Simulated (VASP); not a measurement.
Runs of VASP 6.6.1 on Ni. The structure is that of space group Im-3m (No. 229), or close to it. The cells are those of the table. 

```tsv
task	spin	cell	k mesh	cutoff (eV)	smearing	gap on the mesh (eV)	pressure (GPa)	moment (μB)
single point	collinear, ferromagnetic start	a = 2.475 Å, angles 109.5°, 1 atom	18 × 18 × 18	520	fermi-dirac 0.05 eV	none	-6.1	0.59
single point	collinear, ferromagnetic start	a = 2.443 Å, angles 109.5°, 1 atom	18 × 18 × 18	520	fermi-dirac 0.05 eV	none	0.1	0.57
single point	collinear, ferromagnetic start	a = 2.376 Å, angles 109.5°, 1 atom	18 × 18 × 18	520	fermi-dirac 0.05 eV	none	18.3	(a)
single point	off	a = 2.371 Å, angles 109.5°, 1 atom	18 × 18 × 18	520	fermi-dirac 0.1 eV	none	(b)	-
single point	off	a = 2.438 Å, angles 109.5°, 1 atom	16 × 16 × 16	520	fermi-dirac 0.1 eV	none	0.1	-
single point	off	a = 2.438 Å, angles 109.5°, 1 atom	26 × 26 × 26	520	fermi-dirac 0.1 eV	none	0.1	-
single point	off	a = 2.438 Å, angles 109.5°, 1 atom	18 × 18 × 18	520	fermi-dirac 0.1 eV	none	0.1	-
relaxation of cell and atoms	off	relaxed from a = 2.422 Å, angles 109.5°, 1 atom	16 × 16 × 16	600	fermi-dirac 0.1 eV	none	0.0	-
```

Alike in all rows: level revPBE; potentials or basis VASP PAW PBE potentials, release 64 (Ni).

Problem. Estimate the missing entries.

Solution. (a) 0.54; (b) 18.4.

Caveats: the PAW data sets were made with another functional, which shifts forces and pressure a little.

A gap of «none» marks levels without a gap at the run's occupations.
